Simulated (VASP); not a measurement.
# C (Fmmm) in VASP: further runs, part 2 of 2

VASP 6.6.1.

### 3 Relaxation of the atoms, LDA (strain along c alone, the other axes held: -3.0 %)

INCAR reads:

```
SYSTEM = C
PREC = Accurate
ENCUT = 520
EDIFF = 1E-7
ISMEAR = 0
SIGMA = 0.1
LREAL = .False.
LASPH = .True.
NELM = 100
ALGO = Normal
ISIF = 2
LWAVE = .False.
LCHARG = .False.
IBRION = 2
NSW = 60
EDIFFG = -0.008
KPAR = 4
```

KPOINTS reads:

```
Automatic mesh
0
Gamma
  14 8 6
  0 0 0
```

POSCAR reads:

```
C
1.0
    2.4455496832      0.0000000000      0.0000000000
    0.0000000000      4.2334728944      0.0000000000
    0.0000000000      0.0000000000      6.5332613968
C
8
Direct
    0.5000000000      0.6666868752      0.5000000000
    0.0000000000      0.8333131248      0.5000000000
    0.5000000000      0.1666868752      0.0000000000
    0.0000000000      0.3333131248      0.0000000000
    0.0000000000      0.6666868752      0.0000000000
    0.5000000000      0.8333131248      0.0000000000
    0.0000000000      0.1666868752      0.5000000000
    0.5000000000      0.3333131248      0.5000000000
```

Potentials or basis: VASP PAW LDA potentials, release 64 (C).

The run is started by

```console
> cat potpaw_LDA.64/C/POTCAR > POTCAR
> mpirun -np 4 vasp_std > vasp.out
```

It took 42 s on 4 MPI ranks of Intel Xeon Platinum 8259CL at 2.50GHz (Skylake/Cascade Lake), shared host; peak memory 0.25 GiB.

It converged, with:

```yaml
Free_energy: -80.8742 eV
Pressure_after_relaxing: 1.1 GPa
Band_gap_on_the_k_mesh: zero (bands 16 and 17 overlap by 0.30 eV)
```

Stress tensor (GPa, compression positive):
```
1.38 0.00 0.00
0.00 1.10 0.00
0.00 0.00 0.82
```

Final structure:
```yaml
crystal:
  lattice:
    - [2.44555, 0.00000, 0.00000]
    - [0.00000, 4.23347, 0.00000]
    - [0.00000, 0.00000, 6.53326]
  atoms:
    - { symbol: C, position: [0.50000, 0.66669, 0.50000] }
    - { symbol: C, position: [0.00000, 0.83331, 0.50000] }
    - { symbol: C, position: [0.50000, 0.16669, 0.00000] }
    - { symbol: C, position: [0.00000, 0.33331, 0.00000] }
    - { symbol: C, position: [0.00000, 0.66669, 0.00000] }
    - { symbol: C, position: [0.50000, 0.83331, 0.00000] }
    - { symbol: C, position: [0.00000, 0.16669, 0.50000] }
    - { symbol: C, position: [0.50000, 0.33331, 0.50000] }
```

Levels at points of the mesh, in eV from the Fermi level:
| k point | band 14 | band 15 | band 16 | band 17 | band 18 | band 19 |
| --- | --- | --- | --- | --- | --- | --- |
| (0.00, 0.00, 0.00) | -2.95 | -2.94 | -1.46 | 0.79 | 2.63 | 4.06 |
| (0.50, 0.00, 0.00) | -3.58 | -1.92 | -1.92 | 2.22 | 2.22 | 3.64 |
| (0.00, 0.50, 0.00) | -4.99 | -4.83 | -4.83 | 5.87 | 5.87 | 7.03 |
| (0.50, 0.50, 0.00) | -2.53 | -2.53 | -2.53 | 1.93 | 1.93 | 1.93 |
| (0.00, 0.00, 0.50) | -2.96 | -2.39 | -2.39 | 1.62 | 1.62 | 6.94 |
| (0.50, 0.00, 0.50) | -2.81 | -2.81 | -2.81 | 2.88 | 2.88 | 2.88 |
| (0.00, 0.50, 0.50) | -5.02 | -5.02 | -5.02 | 7.32 | 7.32 | 7.32 |
| (0.50, 0.50, 0.50) | -2.39 | -2.39 | -2.39 | 1.61 | 1.61 | 1.61 |

Caveat: the cell differs from its parent crystal (strain along c alone, the other axes held: -3.0 %).

### 4 Relaxation of cell and atoms, LDA, target pressure 12 GPa, at which the enthalpy is minimised

This run uses another cell than the first one: it holds 4 atoms, not 8.

INCAR reads:

```
SYSTEM = C
PREC = Accurate ; ENCUT = 600
EDIFF = 1E-7 ; ISMEAR = 0
SIGMA = 0.1 ; LREAL = .FALSE.
LASPH = .TRUE. ; NELM = 100
ALGO = Fast ; ISIF = 3
LWAVE = .FALSE. ; LCHARG = .FALSE.
IBRION = 2 ; NSW = 70
EDIFFG = -0.008 ; PSTRESS = 120.0
```

KPOINTS reads:

```
Automatic mesh
0
G
  20 20 8
  0 0 0
```

POSCAR reads:

```
C
1.0
    1.1873402340     -2.0539947373      0.0000000000
    1.1873402340      2.0539947373      0.0000000000
    0.0000000000      0.0000000000      6.0478351017
C
4
Direct
    0.0832795821      0.9167204179      0.7500000000
    0.5832795821      0.4167204179      0.2500000000
    0.9167204179      0.0832795821      0.2500000000
    0.4167204179      0.5832795821      0.7500000000
```

Potentials or basis: VASP PAW LDA potentials, release 64 (C).

The run is started by

```console
> cat potpaw_LDA.64/C/POTCAR > POTCAR
> mpirun -np 1 vasp_std > vasp.out
```

OUTCAR:

```text
SYSTEM = C
   PREC = Accurate
   ENCUT = 600
   EDIFF = 1E-7
   ISMEAR = 0
   LREAL = .FALSE.
   LASPH = .TRUE.
   NELM = 100
   ISIF = 3
   IBRION = 2
   NSW = 70
   EDIFFG = -0.008
   PSTRESS = 120.0

 ion  position               nearest neighbor table
   1  0.083  0.917  0.750-   4 1.37   4 1.37   4 1.37
   2  0.583  0.417  0.250-   3 1.37   3 1.37   3 1.37
   3  0.917  0.083  0.250-   2 1.37   2 1.37   2 1.37
   4  0.417  0.583  0.750-   1 1.37   1 1.37   1 1.37

  LATTYP: Found a base centered orthorhombic cell.
 ALAT       =     2.3746804680
 B/A-ratio  =     1.7299125208
 C/A-ratio  =     2.5467995308

  Lattice vectors:

 A1 = (   1.1873402340,  -2.0539947373,   0.0000000000)
 A2 = (   1.1873402340,   2.0539947373,   0.0000000000)
 A3 = (   0.0000000000,   0.0000000000,   6.0478351017)

[... 419 lines left out ...]
 Fermi energy:         6.5827247957

 k-point     1 :       0.0000    0.0000    0.0000
  band No.  band energies     occupation
      1     -13.7327      2.00000
      2     -12.8161      2.00000
      3      -3.3671      2.00000
      4       0.7000      2.00000
      5       3.3431      2.00000
      6       3.4265      2.00000
      7       3.4752      2.00000
      8       3.4924      2.00000
      9      11.9799      0.00000
     10      14.8355      0.00000
     11      14.9713      0.00000
     12      15.0732      0.00000
[... 331 lines left out ...]
 k-point    24 :      -0.3500    0.0500    0.0000
  band No.  band energies     occupation
      1     -11.1092      2.00000
      2     -10.3160      2.00000
      3      -3.2131      2.00000
      4      -2.7805      2.00000
      5      -0.1672      2.00000
      6       0.4046      2.00000
      7       0.5008      2.00000
      8       3.3716      2.00000
      9      10.8089      0.00000
     10      12.6407      0.00000
     11      14.5713      0.00000
     12      14.9551      0.00000

 [... further k-points ...]

------------------------ aborting loop because EDIFF is reached ----------------------------------------

  FORCE on cell =-STRESS in cart. coord.  units (eV):
  Direction    XX          YY          ZZ          XY          YZ          ZX
  --------------------------------------------------------------------------------------
  -------------------------------------------------------------------------------------
  Total        2.2268881      2.2215533      2.1852589      0.0000000      0.0000000      0.0000000
  in kB      121.5885567    121.2972717    119.3155915      0.0000000      0.0000000      0.0000000
  external PRESSURE =       0.7338066 kB  Pullay stress =     120.0000000 kB
[... 23 lines left out ...]
  energy  without entropy=      -40.2911189283  energy(sigma->0) =      -40.29134668

  enthalpy is  TOTEN    =       -38.0937806281 eV   P V=        2.1977938020

 reached required accuracy - stopping structural energy minimisation
```

CONTCAR:

```text
C
   1.00000000000000
     1.2144337301092281   -2.0981063460592102   -0.0000000000000000
     1.2144337301092281    2.0981063460592102    0.0000000000000000
     0.0000000000000000   -0.0000000000000000    5.7581764188229076
  C
     4
Direct
     0.0832389355580105    0.9167610644419896    0.7500000000000000
     0.5832389355580104    0.4167610644419895    0.2500000000000000
     0.9167610644419896    0.0832389355580105    0.2500000000000000
     0.4167610644419895    0.5832389355580104    0.7500000000000000

  0.00000000E+00  0.00000000E+00  0.00000000E+00
  0.00000000E+00  0.00000000E+00  0.00000000E+00
  0.00000000E+00  0.00000000E+00  0.00000000E+00
  0.00000000E+00  0.00000000E+00  0.00000000E+00
```

Run time: 40 min. Hardware: 1 thread of Oxide Virtual Turin-like, shared host; peak memory 0.26 GiB.

Results:

| Property | Result |
| --- | --- |
| Free energy | -40.2916 eV |
| Relaxed volume | 7.34 Å³/atom |
| Relaxed cell | a = 2.424 Å, b = 2.424 Å, c = 5.758 Å, α = 90.00°, β = 90.00°, γ = 119.87° |
| Space group after relaxing (to 0.1 Å) | Fmmm (No. 69) |
| Energy change on relaxing (the run minimises the enthalpy) | -41.1 meV/atom |
| Ionic steps | 11 |
| Pressure after relaxing | 12.1 GPa |
| Largest force after relaxing | 0.007 eV/Å |
| Band gap on the k mesh | zero (bands 8 and 9 overlap by 0.60 eV) |

Forces in eV/Å, atoms in the order of the input:
```
C    0.000 -0.007  0.000
C    0.000 -0.007  0.000
C    0.000  0.007  0.000
C    0.000  0.007  0.000
```

Stress tensor (GPa, compression positive):
```
12.16  0.00  0.00
 0.00 12.13  0.00
 0.00  0.00 11.93
```

Step by step:
```csv
step,energy change (eV),largest force (eV/Å),pressure (GPa),volume (Å³)
1,0.0000,0.0172,34.38,29.50
2,0.3595,0.0817,-35.29,34.02
3,-0.2469,0.0221,8.35,30.80
4,-0.2418,0.0203,9.71,30.73
5,-0.2399,0.0197,10.15,30.70
6,-0.2248,0.0843,10.65,30.36
7,-0.1909,0.2630,11.55,29.75
8,-0.0878,0.5962,13.99,28.54
9,-0.1712,0.3446,12.06,29.47
10,-0.1600,0.1538,12.10,29.29
11,-0.1644,0.0068,12.07,29.34
```

Final structure:
```cif
data_structure
_symmetry_space_group_name_H-M 'P 1'
_symmetry_Int_Tables_number 1
_cell_length_a 2.4242
_cell_length_b 2.4242
_cell_length_c 5.7582
_cell_angle_alpha 90.000
_cell_angle_beta 90.000
_cell_angle_gamma 119.873
_cell_volume 29.34
loop_
_atom_site_label
_atom_site_type_symbol
_atom_site_fract_x
_atom_site_fract_y
_atom_site_fract_z
_atom_site_occupancy
C1 C 0.08324 0.91676 0.75000 1
C2 C 0.58324 0.41676 0.25000 1
C3 C 0.91676 0.08324 0.25000 1
C4 C 0.41676 0.58324 0.75000 1
```

Caveat: the cell is relaxed towards a set pressure, so the run minimises the enthalpy, not the energy.

### 5 Overview

| task | cell | k mesh | cutoff (eV) | gap on the mesh (eV) | pressure (GPa) |
| --- | --- | --- | --- | --- | --- |
| relaxation of the atoms | atoms relaxed from a = 2.446, b = 4.233, c = 6.601 Å, 8 atoms, atomic positions A | 14 × 8 × 6 | 520 | none | 1.0 |
| relaxation of the atoms | atoms relaxed from a = 2.446, b = 4.233, c = 6.533 Å, 8 atoms, atomic positions A | 14 × 8 × 6 | 520 | none | 1.1 |
| relaxation of cell and atoms | relaxed to 12 GPa from a = 2.372, b = 2.372, c = 6.048 Å, angles 90.0, 90.0, 119.9°, 4 atoms, atomic positions B | 20 × 20 × 8 | 600 | none | 12.1 |

Alike in all rows: level LDA; potentials or basis VASP PAW LDA potentials, release 64 (C); no spin polarisation; smearing gaussian 0.1 eV.

Caveats: the relaxation stopped at its first step, so nothing moved (at least some runs); the cell is relaxed towards a set pressure, so the run minimises the enthalpy, not the energy (at least some runs).

Absolute energies hang on the potentials; compare differences alone.
